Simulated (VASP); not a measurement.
The system is TeS2F2.

```
Te S F
1.0
     4.23806    0.00000    0.00000
    -2.11903    3.67027    0.00000
     0.00000    0.00000    8.28198
Te S F
1 2 2
Direct
  0.00000 0.00000 0.47998
  0.00000 0.00000 0.80532
  0.00000 0.00000 0.26742
  0.33333 0.66667 0.40895
  0.66667 0.33333 0.40895
```

The cell was built from a structure type or drawn by symmetry, and may not be a known phase.

```yaml
Program: VASP 6.6.1
Task: relaxation of cell and atoms
Functional: PBE
Potentials_or_basis: VASP PAW PBE potentials, release 64 (Te, S, F)
Cutoff: 600 eV
k_mesh: 6 × 6 × 2
Occupations: gaussian, width 0.1 eV
Spin: no spin polarisation
```

At the start: pressure 19.6 GPa; volume 25.76 Å³/atom.

Task: Where does the relaxation end?

Result: Over 32 steps the energy falls by 1538.6 meV/atom and the volume is 21.30 Å³/atom (-17.3 %); space group P6mm (No. 183, to 0.1 Å) before, P6/mmm (No. 191, to 0.1 Å).

The path:
| step | energy change (eV) | largest force (eV/Å) | pressure (GPa) | volume (Å³) |
| --- | --- | --- | --- | --- |
| 1 | 0.0000 | 27.9110 | 19.60 | 128.82 |
| 2 | 1.5298 | 11.9381 | 0.50 | 190.77 |
| 3 | 0.2789 | 7.7678 | -1.29 | 183.06 |
| 4 | -0.4185 | 5.8385 | -2.35 | 177.70 |
| 5 | -2.9978 | 1.8246 | -5.79 | 152.76 |
| 6 | -4.0897 | 2.2067 | -6.28 | 140.67 |
| 7 | -4.6145 | 1.7921 | -5.56 | 134.71 |
| 8 | -4.7875 | 1.5928 | -4.01 | 131.76 |
| 9 | -4.7990 | 1.7858 | -2.85 | 130.29 |
| 10 | -4.8025 | 1.5333 | -3.25 | 130.77 |
| 11 | -5.3169 | 2.1069 | -0.32 | 123.26 |
| 12 | -5.3560 | 2.8553 | 1.37 | 120.56 |
| 13 | -5.6549 | 2.6979 | 1.37 | 118.23 |
| 14 | -6.3053 | 2.2463 | 2.35 | 111.33 |
| 15 | -6.3619 | 5.7013 | 13.98 | 98.04 |
| 16 | -6.5314 | 3.8565 | 7.03 | 103.41 |
| 17 | -7.2672 | 2.6356 | 3.27 | 105.19 |
| 18 | -7.4419 | 1.8577 | 1.32 | 106.00 |
| 19 | -7.5676 | 0.9250 | -1.33 | 107.61 |
| 20 | -7.6171 | 0.6804 | -0.70 | 106.81 |
| 21 | -7.6412 | 0.4289 | 0.41 | 105.78 |
| 22 | -7.6413 | 0.4284 | 0.31 | 105.87 |
| 23 | -7.6510 | 0.3551 | 0.12 | 106.12 |
| 24 | -7.6683 | 0.2425 | -0.36 | 106.88 |
| 25 | -7.6580 | 0.5452 | -1.11 | 108.41 |
| 26 | -7.6710 | 0.3585 | -0.64 | 107.39 |
| 27 | -7.6802 | 0.3637 | -0.19 | 106.83 |
| 28 | -7.6843 | 0.3688 | 0.43 | 106.11 |
| 29 | -7.6904 | 0.1402 | 0.07 | 106.32 |
| 30 | -7.6905 | 0.1454 | 0.01 | 106.35 |
| 31 | -7.6918 | 0.1012 | 0.00 | 106.39 |
| 32 | -7.6930 | 0.0088 | -0.02 | 106.48 |

Final structure:
```
Te S F
1.0
     4.13839    0.00000    0.00000
    -2.06920    3.58395    0.00000
     0.00000    0.00000    7.17936
Te S F
1 2 2
Direct
  0.00000 0.00000 0.47428
  0.00000 0.00000 0.82675
  0.00000 0.00000 0.12149
  0.33333 0.66667 0.47406
  0.66667 0.33333 0.47406
```

Caveat: the k points lie up to 0.44 Å⁻¹ apart in the final cell, too coarse for converged energies and pressures of a metal; the volume moved by over 15 % at a fixed basis, so the end points are rough.
